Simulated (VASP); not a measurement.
# CsI (Pm-3m) in VASP: settings compared, part 2 of 2

VASP 6.6.1. The steps go on from the part before.

## Step 4: Relaxation of cell and atoms, RPBE

This run uses another cell than the first one, of 47.62 Å³/atom.

Input file INCAR:

```
ALGO = Normal ; EDIFF = 1E-7
EDIFFG = -0.01 ; ENCUT = 500
GGA = RP ; GGA_COMPAT = F
IBRION = 2 ; ISIF = 3
ISMEAR = -1 ; LASPH = T
LCHARG = F ; LREAL = F
LWAVE = F ; NELM = 120
NELMIN = 4 ; NSW = 80
PREC = Accurate ; SIGMA = 0.05
```

Input file KPOINTS:

```
k-points
0
Gamma
  6 6 6
```

Input file POSCAR:

```
CsI
1.0
    4.5667000000      0.0000000000      0.0000000000
    0.0000000000      4.5667000000      0.0000000000
    0.0000000000      0.0000000000      4.5667000000
Cs I
1 1
Direct
    0.0000000000      0.0000000000      0.0000000000
    0.5000000000      0.5000000000      0.5000000000
```

Potentials or basis: VASP PAW PBE potentials, release 64 (Cs_sv, I).

Run with:

```bash
cat potpaw_PBE.64/Cs_sv/POTCAR potpaw_PBE.64/I/POTCAR > POTCAR
mpirun -np 1 vasp_std > vasp.out
```

OUTCAR:

```text
EDIFF = 1E-7
   EDIFFG = -0.01
   ENCUT = 500
   GGA = RP
   IBRION = 2
   ISIF = 3
   ISMEAR = -1
   LASPH = T
   LREAL = F
   NELM = 120
   NELMIN = 4
   NSW = 80
   PREC = Accurate

 ion  position               nearest neighbor table
   1  0.000  0.000  0.000-
   2  0.500  0.500  0.500-

  LATTYP: Found a simple cubic cell.
 ALAT       =     4.5667000000

  Lattice vectors:

 A1 = (   4.5667000000,   0.0000000000,   0.0000000000)
 A2 = (   0.0000000000,   4.5667000000,   0.0000000000)
 A3 = (   0.0000000000,   0.0000000000,   4.5667000000)

Analysis of symmetry for initial positions (statically):
=====================================================================
 Subroutine PRICEL returns:
 Original cell was already a primitive cell.

 Routine SETGRP: Setting up the symmetry group for a
 simple cubic supercell.

 Subroutine GETGRP returns: Found 48 space group operations
 (whereof 48 operations were pure point group operations)
 out of a pool of 48 trial point group operations.

The static configuration has the point symmetry O_h .

Analysis of symmetry for dynamics (positions and initial velocities):
=====================================================================
 Subroutine PRICEL returns:
 Original cell was already a primitive cell.

 Routine SETGRP: Setting up the symmetry group for a
 simple cubic supercell.

 Subroutine GETGRP returns: Found 48 space group operations
 (whereof 48 operations were pure point group operations)
 out of a pool of 48 trial point group operations.

The dynamic configuration has the point symmetry O_h .

 Subroutine INISYM returns: Found 48 space group operations
 (whereof 48 operations are pure point group operations),
 and found     1 'primitive' translations

----------------------------------------------------------------------------------------
[... 98 lines left out ...]
   PSTRESS=    0.0 pullay stress
   NELECT =      16.0000    total number of electrons
   NUPDOWN=      -1.0000    fix difference up-down
   EMIN   =  10.00;   EMAX   =-10.00  energy-range for DOS
   EFERMI =   0.00;   METHOD = LEGACY
   ISMEAR =    -1;   SIGMA  =   0.05  broadening in eV -4-tet -1-fermi 0-gaus
   EFERMI_NEDOS =   21; number of points for ismear=-14 and -15
   IALGO  =     38    algorithm
   IMIX   =      4    mixing-type and parameters
     AMIX     =   0.40;   BMIX     =  1.00
     AMIX_MAG =   1.60;   BMIX_MAG =  1.00
  volume/ion in A,a.u.               =      47.62       321.35
  Fermi-wavevector in a.u.,A,eV,Ry     =   0.903328  1.707043 11.102385  0.816002
  Thomas-Fermi vector in A             =   2.026641
   LORBIT       =      0    0 simple, 1 ext, 2 COOP (PROOUT), +10 PAW based schemes
   GGA     = RP    functional components
   LHFCALC =     F    Hartree Fock is set to
   AEXX    =    0.0000 exact exchange contribution
   IVDW    =     0    specifies the selected vdW correction
   LEPSILON=     F    determine dielectric tensor
   LRPA    =     F    only Hartree local field effects (RPA)
 conjugate gradient relaxation of ions
 non-spin polarized calculation
  energy-cutoff  :      500.00
  volume of cell :       95.24
 maximum number of plane-waves:      2469
 NGX is ok and might be reduce to    36
   NGX = 17   NGY = 17   NGZ = 17

--------------------------------------- Ionic step        1  -------------------------------------------

 number of electron      16.0000003 magnetization

 Free energy of the ion-electron system (eV)
  ---------------------------------------------------
  ext. energy  EPLUGINS =         0.00000000
  ---------------------------------------------------
  free energy    TOTEN  =        -4.97075039 eV

  energy without entropy =       -4.97075039  energy(sigma->0) =       -4.97075039

------------------------ aborting loop because EDIFF is reached ----------------------------------------

  FORCE on cell =-STRESS in cart. coord.  units (eV):
  Direction    XX          YY          ZZ          XY          YZ          ZX
  --------------------------------------------------------------------------------------
  -------------------------------------------------------------------------------------
  Total        1.2359222      1.2359222      1.2359222      0.0000000      0.0000000     -0.0000000
  in kB       20.7919037     20.7919037     20.7919037      0.0000000      0.0000000     -0.0000000
  external PRESSURE =      20.7919037 kB  Pullay stress =       0.0000000 kB
[... 95 lines left out ...]
--------------------------------------- Ionic step        4  -------------------------------------------

 number of electron      16.0000006 magnetization

 Free energy of the ion-electron system (eV)
  ---------------------------------------------------
  ext. energy  EPLUGINS =         0.00000000
  ---------------------------------------------------
  free energy    TOTEN  =        -5.08060321 eV

  energy without entropy =       -5.08060321  energy(sigma->0) =       -5.08060321

 E-fermi :   1.0983     XC(G=0):  -6.6885

 val. band max:       -0.0562238071   @ k =   0.5000   0.5000   0.0000
 cond. band min:       3.5777541548   @ k =   0.0000   0.0000   0.0000
 fundamental gap:      3.6339779620
 Fermi energy:         1.0983069838

 k-point     1 :       0.0000    0.0000    0.0000
  band No.  band energies     occupation
      1     -20.8032      2.00000
      2     -10.4131      2.00000
      3      -7.5378      2.00000
      4      -7.5378      2.00000
      5      -7.5378      2.00000
      6      -0.1515      2.00000
      7      -0.1515      2.00000
      8      -0.1515      2.00000
      9       3.5778      0.00000
     10       4.5177      0.00000
     11       4.5177      0.00000
     12       7.3237      0.00000
[... 312 lines left out ...]
  FREE ENERGIE OF THE ION-ELECTRON SYSTEM (eV)
  ---------------------------------------------------
  free  energy   TOTEN  =        -5.0806032062 eV

  energy  without entropy=       -5.0806032062  energy(sigma->0) =       -5.08060321

 reached required accuracy - stopping structural energy minimisation
```

CONTCAR:

```text
CsI
   1.00000000000000
     4.8660674525677079   -0.0000000000000000   -0.0000000000000000
     0.0000000000000000    4.8660674525677079    0.0000000000000000
    -0.0000000000000000    0.0000000000000000    4.8660674525677079
  Cs              I
     1     1
Direct
     0.0000000000000000    0.0000000000000000    0.0000000000000000
     0.5000000000000000    0.5000000000000000    0.5000000000000000

  0.00000000E+00  0.00000000E+00  0.00000000E+00
  0.00000000E+00  0.00000000E+00  0.00000000E+00
```

It took 2.4 min on 1 thread of Intel Xeon 8259CL, shared host; peak memory 0.22 GiB.

What came out:

| Item | Value |
| --- | --- |
| Free energy | -5.0806 eV |
| Relaxed volume | 57.61 Å³/atom |
| Relaxed cell | a = 4.866 Å, b = 4.866 Å, c = 4.866 Å, α = 90.00°, β = 90.00°, γ = 90.00° |
| Space group after relaxing (to 0.1 Å) | Pm-3m (No. 221) |
| Energy gained by relaxing | 54.9 meV/atom |
| Ionic steps | 4 |
| Pressure after relaxing | 0.0 GPa |
| Band gap on the k mesh | 3.63 eV (least direct gap 3.73 eV) |

The path:
```csv
step,energy change (eV),largest force (eV/Å),pressure (GPa),volume (Å³)
1,0.0000,0.0000,2.08,95.24
2,-0.0797,0.0000,0.92,104.01
3,-0.1082,0.0000,0.19,112.69
4,-0.1099,0.0000,0.03,115.22
```

Final structure:
```
Cs I
1.0
     4.86607    0.00000    0.00000
     0.00000    4.86607    0.00000
     0.00000    0.00000    4.86607
Cs I
1 1
Direct
  0.00000 0.00000 0.00000
  0.50000 0.50000 0.50000
```

Levels at points of the mesh, in eV from the valence-band top:
```tsv
k point	band 6	band 7	band 8	band 9	band 10	band 11
(0.00, 0.00, 0.00)	-0.10	-0.10	-0.10	3.63	4.57	4.57
(0.50, 0.00, 0.00)	-1.09	-0.15	-0.15	5.37	5.99	6.10
(0.50, 0.50, 0.00)	-0.68	-0.68	0.00	4.44	5.00	6.11
(0.50, 0.50, 0.50)	-0.87	-0.87	-0.87	6.83	6.83	6.83
```

Caveat: the volume moved by over 15 % at a fixed basis, so the end points are rough; the PAW data sets were made with another functional, which shifts forces and pressure a little; spin-orbit coupling is left out, which moves the levels of the heavy elements.

## Step 5: The runs side by side

| task | level | cell | cutoff (eV) | gap on the mesh (eV) | pressure (GPa) |
| --- | --- | --- | --- | --- | --- |
| single point | RPBE | a = 4.866 Å, 2 atoms | 500 | 3.63 | 0.0 |
| single point | r2SCAN+rVV10 | a = 4.536 Å, 2 atoms | 550 | 4.51 | 0.1 |
| relaxation of cell and atoms | RPBE | relaxed from a = 4.567 Å, 2 atoms | 500 | 3.63 | 0.0 |

Alike in all rows: potentials or basis VASP PAW PBE potentials, release 64 (Cs_sv, I); no spin polarisation; k mesh 6 × 6 × 6; smearing fermi-dirac 0.05 eV.

Caveats: the PAW data sets were made with another functional, which shifts forces and pressure a little; spin-orbit coupling is left out, which moves the levels of the heavy elements; the volume moved by over 15 % at a fixed basis, so the end points are rough (at least some runs).

Absolute energies hang on the potentials; compare differences alone.
